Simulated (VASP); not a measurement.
# Sn3Se (Fm-3m) in VASP: further runs

The runs below take Sn3Se through single point, with r2SCAN.

Everything below comes from runs of VASP 6.6.1. Logs are shortened: lines on timing, memory, paths and dates and some standing lists are left out, and cuts for length are marked.

**1. The cell of the first run**

The structure is cubic, space group Fm-3m (No. 225). Conventional cell: a = 7.314 Å, b = 7.314 Å, c = 7.314 Å, α = 90.00°, β = 90.00°, γ = 90.00°. Within 4.2 Å of Sn (site symmetry m-3m) lie 8 Sn at 3.17 Å and 6 Se at 3.66 Å. Sn (site symmetry -43m) has 10 Sn at 3.17 to 3.66 Å and 4 Se at 3.17 Å within 4.2 Å. Within 4.2 Å of Se (site symmetry m-3m) lie 14 Sn at 3.17 to 3.66 Å.

**2. Single point, r2SCAN**

Input file POSCAR:

```
Sn3Se
1.0
    0.0000000000      3.6569301267      3.6569301267
    3.6569301267      0.0000000000      3.6569301267
    3.6569301267      3.6569301267      0.0000000000
Sn Se
3 1
Direct
    0.5000000000      0.5000000000      0.5000000000
    0.7500000000      0.7500000000      0.7500000000
    0.2500000000      0.2500000000      0.2500000000
    0.0000000000      0.0000000000      0.0000000000
```

Input file INCAR.step1:

```
PREC     = Accurate       # precision mode
ENCUT    = 520            # plane-wave cutoff, eV
ISMEAR   = -1             # smearing method
SIGMA    = 0.05           # smearing width, eV
LREAL    = F              # projectors in reciprocal space
LASPH    = T              # aspherical terms in the spheres
NELM     = 100            # most SCF steps
NBANDS   = 32             # bands
GGA      = PE             # functional
ALGO     = Normal         # electronic algorithm
EDIFF    = 1E-4           # SCF threshold, eV
LWAVE    = T              # write WAVECAR
LCHARG   = F              # write CHGCAR
```

Input file INCAR.step2:

```
PREC     = Accurate       # precision mode
ENCUT    = 520            # plane-wave cutoff, eV
EDIFF    = 1E-6           # SCF threshold, eV
ISMEAR   = -1             # smearing method
SIGMA    = 0.05           # smearing width, eV
LREAL    = F              # projectors in reciprocal space
LASPH    = T              # aspherical terms in the spheres
NELM     = 100            # most SCF steps
ALGO     = Normal         # electronic algorithm
ISIF     = 2              # what is computed and relaxed
LWAVE    = F              # write WAVECAR
LCHARG   = F              # write CHGCAR
METAGGA  = R2SCAN         # meta-GGA
LMIXTAU  = T            
NBANDS   = 32             # bands
ISTART   = 1
```

Input file KPOINTS:

```
Automatic mesh
0
Gamma
  6 6 6
```

Potentials or basis: VASP PAW PBE potentials, release 64 (Sn_d, Se).

Launch:

```console
> cat potpaw_PBE.64/Sn_d/POTCAR potpaw_PBE.64/Se/POTCAR > POTCAR
> cp INCAR.step1 INCAR
> mpirun -np 1 vasp_std > vasp.out
> cp INCAR.step2 INCAR
> mpirun -np 1 vasp_std > vasp.out
```

OUTCAR:

```text
PREC = Accurate
   ENCUT = 520
   EDIFF = 1E-6
   ISMEAR = -1
   LREAL = F
   LASPH = T
   NELM = 100
   ISIF = 2
   METAGGA = R2SCAN
   ISTART = 1

 ion  position               nearest neighbor table
   1  0.500  0.500  0.500-   3 3.17   3 3.17   3 3.17   2 3.17   2 3.17   2 3.17   3 3.17   2 3.17

   2  0.750  0.750  0.750-   1 3.17   1 3.17   1 3.17   4 3.17   4 3.17   4 3.17   4 3.17   1 3.17
                             3 3.66   3 3.66   3 3.66   3 3.66   3 3.66   3 3.66
   3  0.250  0.250  0.250-   4 3.17   4 3.17   4 3.17   1 3.17   1 3.17   1 3.17   4 3.17   1 3.17
                             2 3.66   2 3.66   2 3.66   2 3.66   2 3.66   2 3.66
   4  0.000  0.000  0.000-   2 3.17   2 3.17   2 3.17   3 3.17   3 3.17   3 3.17   3 3.17   2 3.17

  LATTYP: Found a face centered cubic cell.
 ALAT       =     7.3138602534

  Lattice vectors:

 A1 = (   0.0000000000,   3.6569301267,   3.6569301267)
 A2 = (   3.6569301267,   0.0000000000,   3.6569301267)
 A3 = (   3.6569301267,   3.6569301267,   0.0000000000)

Analysis of symmetry for initial positions (statically):
=====================================================================
 Subroutine PRICEL returns:
 Original cell was already a primitive cell.

 Routine SETGRP: Setting up the symmetry group for a
 face centered cubic supercell.

 Subroutine GETGRP returns: Found 48 space group operations
 (whereof 48 operations were pure point group operations)
 out of a pool of 48 trial point group operations.

The static configuration has the point symmetry O_h .

Analysis of symmetry for dynamics (positions and initial velocities):
=====================================================================
 Subroutine PRICEL returns:
 Original cell was already a primitive cell.

 Routine SETGRP: Setting up the symmetry group for a
 face centered cubic supercell.

 Subroutine GETGRP returns: Found 48 space group operations
 (whereof 48 operations were pure point group operations)
 out of a pool of 48 trial point group operations.

The dynamic configuration has the point symmetry O_h .

 Subroutine INISYM returns: Found 48 space group operations
 (whereof 48 operations are pure point group operations),
 and found     1 'primitive' translations

----------------------------------------------------------------------------------------

                                     Primitive cell

  volume of cell :      97.8093

  direct lattice vectors                    reciprocal lattice vectors
     0.000000000  3.656930127  3.656930127    -0.136726703  0.136726703  0.136726703
     3.656930127  0.000000000  3.656930127     0.136726703 -0.136726703  0.136726703
     3.656930127  3.656930127  0.000000000     0.136726703  0.136726703 -0.136726703

  length of vectors
     5.171680182  5.171680182  5.171680182     0.236817597  0.236817597  0.236817597

  position of ions in fractional coordinates (direct lattice)
     0.500000000  0.500000000  0.500000000
     0.750000000  0.750000000  0.750000000
     0.250000000  0.250000000  0.250000000
     0.000000000  0.000000000  0.000000000

  ion indices of the primitive-cell ions
   primitive index   ion index
                 1           1
                 2           2
                 3           3
                 4           4

----------------------------------------------------------------------------------------

 KPOINTS: Automatic mesh

Automatic generation of k-mesh.
 Grid dimensions read from file:
 generate k-points for:    6    6    6

 Generating k-lattice:

  Cartesian coordinates                     Fractional coordinates (reciprocal lattice)
    -0.022787784  0.022787784  0.022787784     0.166666667  0.000000000  0.000000000
     0.022787784 -0.022787784  0.022787784     0.000000000  0.166666667  0.000000000
     0.022787784  0.022787784 -0.022787784     0.000000000  0.000000000  0.166666667

  Length of vectors
     0.039469599  0.039469599  0.039469599

  Shift w.r.t. Gamma in fractional coordinates (k-lattice)
     0.000000000  0.000000000  0.000000000

 Subroutine IBZKPT returns following result:
 ===========================================

 Found     16 irreducible k-points:

 Following reciprocal coordinates:
            Coordinates               Weight
  0.000000  0.000000  0.000000      1.000000
  0.166667  0.000000  0.000000      8.000000
  0.333333  0.000000  0.000000      8.000000
  0.500000  0.000000  0.000000      4.000000
  0.166667  0.166667  0.000000      6.000000
  0.333333  0.166667  0.000000     24.000000
[... 8 lines left out ...]
 -0.333333  0.333333  0.166667     24.000000
 -0.333333  0.500000  0.166667     12.000000
   k-points           NKPTS =     16   k-points in BZ     NKDIM =     16   number of bands    NBANDS=     32
   number of dos      NEDOS =    301   number of ions     NIONS =      4
   total plane-waves  NPLWV =  64000
   dimension x,y,z NGX =    40 NGY =   40 NGZ =   40
   dimension x,y,z NGXF=    80 NGYF=   80 NGZF=   80
   ions per type =               3   1
   NGX,Y,Z   is equivalent  to a cutoff of  12.86, 12.86, 12.86 a.u.
   NGXF,Y,Z  is equivalent  to a cutoff of  25.72, 25.72, 25.72 a.u.
 SYSTEM =  unknown system
   PREC   = accura    normal or accurate (medium, high low for compatibility)
   ISTART =      1    job   : 0-new  1-cont  2-samecut
   ICHARG =      0    charge: 1-file 2-atom 10-const
   ISPIN  =      1    spin polarized calculation?
   LNONCOLLINEAR =      F non collinear calculations
   LSORBIT =      F    spin-orbit coupling
   LASPH  =      T    aspherical Exc in radial PAW
   ENCUT  =  520.0 eV  38.22 Ry    6.18 a.u.   9.62  9.62  9.62*2*pi/ulx,y,z
   NELM   =    100;   NELMIN=  2; NELMDL=  0     # of ELM steps
   EDIFF  = 0.1E-05   stopping-criterion for ELM
   LREAL  =      F    real-space projection
   EDIFFG = 0.1E-04   stopping-criterion for IOM
   NSW    =      0    number of steps for IOM
   IBRION =     -1    ionic relax: 0-MD 1-quasi-New 2-CG
   NFREE  =      0    steps in history (QN), initial steepest desc. (CG)
   ISIF   =      2    stress and relaxation
   ISYM   =      2    0-nonsym 1-usesym 2-fastsym
   POTIM  = 0.5000    time-step for ionic-motion
   TEBEG  =    0.0;   TEEND  =   0.0 temperature during run
   PSTRESS=    0.0 pullay stress
   NELECT =      48.0000    total number of electrons
   NUPDOWN=      -1.0000    fix difference up-down
   EMIN   =  10.00;   EMAX   =-10.00  energy-range for DOS
   EFERMI =   0.00;   METHOD = LEGACY
   ISMEAR =    -1;   SIGMA  =   0.05  broadening in eV -4-tet -1-fermi 0-gaus
   EFERMI_NEDOS =   21; number of points for ismear=-14 and -15
   IALGO  =     38    algorithm
   IMIX   =      4    mixing-type and parameters
     AMIX     =   0.40;   BMIX     =  1.00
     AMIX_MAG =   1.60;   BMIX_MAG =  1.00
  volume/ion in A,a.u.               =      24.45       165.01
  Fermi-wavevector in a.u.,A,eV,Ry     =   1.291304  2.440211 22.687262  1.667467
  Thomas-Fermi vector in A             =   2.423082
   LORBIT       =      0    0 simple, 1 ext, 2 COOP (PROOUT), +10 PAW based schemes
   METAGGA = R2SCAN    functional components
   LHFCALC =     F    Hartree Fock is set to
   AEXX    =    0.0000 exact exchange contribution
   IVDW    =     0    specifies the selected vdW correction
   LEPSILON=     F    determine dielectric tensor
   LRPA    =     F    only Hartree local field effects (RPA)
 non-spin polarized calculation
  energy-cutoff  :      520.00
  volume of cell :       97.81
 maximum number of plane-waves:      2685
 NGX is ok and might be reduce to    40
   NGX = 19   NGY = 19   NGZ = 19

 number of electron      47.9999979 magnetization

 Free energy of the ion-electron system (eV)
  ---------------------------------------------------
  ext. energy  EPLUGINS =         0.00000000
  ---------------------------------------------------
  free energy    TOTEN  =       -87.83206028 eV

  energy without entropy =      -87.80669599  energy(sigma->0) =      -87.81937813

 E-fermi :   7.8471     XC(G=0): -11.3578

 val. band max:        7.8428331989   @ k =   0.5000   0.3333   0.1667
 cond. band min:       8.0889449280   @ k =   0.1667   0.1667   0.0000
 fundamental gap:      0.2461117290
 Fermi energy:         7.8471450709

 k-point     1 :       0.0000    0.0000    0.0000
  band No.  band energies     occupation
      1     -14.5064      2.00000
      2     -14.5064      2.00000
      3     -14.4691      2.00000
      4     -14.4691      2.00000
      5     -14.4691      2.00000
      6     -14.4493      2.00000
[... 24 lines left out ...]
     31      15.3397      0.00000
     32      15.3397      0.00000

 k-point     2 :       0.1667    0.0000    0.0000
  band No.  band energies     occupation
      1     -14.4968      2.00000
      2     -14.4968      2.00000
      3     -14.4808      2.00000
      4     -14.4729      2.00000
      5     -14.4729      2.00000
      6     -14.4474      2.00000
[... 24 lines left out ...]
     31      13.7210      0.00000
     32      14.9187      0.00000

 k-point     3 :       0.3333    0.0000    0.0000
  band No.  band energies     occupation
      1     -14.4799      2.00000
      2     -14.4797      2.00000
      3     -14.4797      2.00000
      4     -14.4719      2.00000
      5     -14.4719      2.00000
      6     -14.4445      2.00000
[... 24 lines left out ...]
     31      13.1538      0.00000
     32      15.3996      0.00000

 k-point     4 :       0.5000    0.0000    0.0000
  band No.  band energies     occupation
      1     -14.4829      2.00000
      2     -14.4829      2.00000
      3     -14.4664      2.00000
      4     -14.4455      2.00000
      5     -14.4437      2.00000
      6     -14.4437      2.00000
[... 24 lines left out ...]
     31      14.4809      0.00000
     32      17.7867      0.00000

 k-point     5 :       0.1667    0.1667    0.0000
  band No.  band energies     occupation
      1     -14.5017      2.00000
      2     -14.4876      2.00000
      3     -14.4805      2.00000
      4     -14.4805      2.00000
      5     -14.4724      2.00000
      6     -14.4432      2.00000
[... 304 lines left out ...]
     31      13.8607      0.00000
     32      14.5971      0.00000

 k-point    14 :       0.5000    0.3333    0.1667
  band No.  band energies     occupation
      1     -14.4914      2.00000
      2     -14.4796      2.00000
      3     -14.4796      2.00000
      4     -14.4674      2.00000
      5     -14.4601      2.00000
      6     -14.4469      2.00000
[... 24 lines left out ...]
     31      13.4556      0.00000
     32      15.2272      0.00000

 k-point    15 :      -0.3333    0.3333    0.1667
  band No.  band energies     occupation
      1     -14.4820      2.00000
      2     -14.4818      2.00000
      3     -14.4708      2.00000
      4     -14.4658      2.00000
      5     -14.4592      2.00000
      6     -14.4577      2.00000
[... 24 lines left out ...]
     31      14.0087      0.00000
     32      16.9015      0.00000

 k-point    16 :      -0.3333    0.5000    0.1667
  band No.  band energies     occupation
      1     -14.4854      2.00000
      2     -14.4802      2.00000
      3     -14.4773      2.00000
      4     -14.4714      2.00000
      5     -14.4688      2.00000
      6     -14.4540      2.00000
[... 24 lines left out ...]
     31      13.4425      0.00000
     32      15.8665      0.00000

------------------------ aborting loop because EDIFF is reached ----------------------------------------

  FORCE on cell =-STRESS in cart. coord.  units (eV):
  Direction    XX          YY          ZZ          XY          YZ          ZX
  --------------------------------------------------------------------------------------
  -------------------------------------------------------------------------------------
  Total        1.3347489      1.3347489      1.3347489      0.0000000     -0.0000000     -0.0000000
  in kB       21.8640282     21.8640282     21.8640282      0.0000000     -0.0000000     -0.0000000
  external PRESSURE =      21.8640282 kB  Pullay stress =       0.0000000 kB

 VOLUME and BASIS-vectors are now :
 -----------------------------------------------------------------------------
  energy-cutoff  :      520.00
  volume of cell :       97.81
      direct lattice vectors                 reciprocal lattice vectors
     0.000000000  3.656930127  3.656930127    -0.136726703  0.136726703  0.136726703
     3.656930127  0.000000000  3.656930127     0.136726703 -0.136726703  0.136726703
     3.656930127  3.656930127  0.000000000     0.136726703  0.136726703 -0.136726703

 POSITION                                       TOTAL-FORCE (eV/Angst)
 -----------------------------------------------------------------------------------
      3.65693      3.65693      3.65693         0.000000     -0.000000     -0.000000
      5.48540      5.48540      5.48540        -0.000000      0.000000     -0.000000
      1.82847      1.82847      1.82847         0.000000     -0.000000      0.000000
      0.00000      0.00000      0.00000         0.000000     -0.000000     -0.000000
 -----------------------------------------------------------------------------------
    total drift:                               -0.000000     -0.000000      0.000000

  FREE ENERGIE OF THE ION-ELECTRON SYSTEM (eV)
  ---------------------------------------------------
  free  energy   TOTEN  =       -87.8320602772 eV

  energy  without entropy=      -87.8066959917  energy(sigma->0) =      -87.81937813
```

It took 92 s on 1 thread of Intel Xeon 6975P-C (Granite Rapids), shared host; peak memory 0.27 GiB.

Results:

* Free energy: -87.8321 eV
* Pressure: 2.2 GPa
* Band gap on the k mesh: zero (band 24 reaches 8.50 eV, above the bottom of band 25 at 6.41 eV)

Caveat: the PAW data sets were made with another functional, which shifts forces and pressure a little; spin-orbit coupling is left out, which moves the levels of the heavy elements.

(Part 1 of 2 ends here.)
